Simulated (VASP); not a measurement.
Input of a VASP 6.6.1 run:

INCAR

```
SYSTEM = SiO2
  ALGO = Normal
  EDIFF = 1E-6
  ENCUT = 520
  GGA = CA
  ISIF = 2
  ISMEAR = 0
  LASPH = .TRUE.
  LCHARG = .FALSE.
  LREAL = .FALSE.
  LWAVE = .FALSE.
  NBANDS = 25
  NELM = 60
  PREC = Accurate
  SIGMA = 0.05
```

The input KPOINTS:

```
k-points
0
G
  6 6 8
  0 0 0
```

POSCAR

```
SiO2
1.0
    4.2299000000      0.0000000000      0.0000000000
    0.0000000000      4.2299000000      0.0000000000
    0.0000000000      0.0000000000      2.5336000000
Si O
2 4
Direct
    0.5000000000      0.5000000000      0.5000000000
    0.0000000000      0.0000000000      0.0000000000
    0.6944252994      0.6944252994      0.0000000000
    0.1944252994      0.8055747006      0.5000000000
    0.3055747006      0.3055747006      0.0000000000
    0.8055747006      0.1944252994      0.5000000000
```

Potentials or basis: VASP PAW LDA potentials, release 64 (Si, O).

Run with:

```console
$ cat potpaw_LDA.64/Si/POTCAR potpaw_LDA.64/O/POTCAR > POTCAR
$ mpirun -np 1 vasp_std > vasp.out
```

**Question.** What does it give for the band gap on the k mesh?

**Answer.** 6.22 eV, direct.

**Question.** Estimate the largest force.

**Answer.** 0.203 eV/Å.

**Question.** Predict the pressure.

**Answer.** 10.0 GPa.

Stress tensor (GPa, compression positive):
```
-2.83  0.00  0.00
 0.00 -2.83  0.00
 0.00  0.00 35.76
```

A k mesh can miss the band edges. Expect the measured gap to be larger: semilocal functionals such as LDA lack the derivative discontinuity.
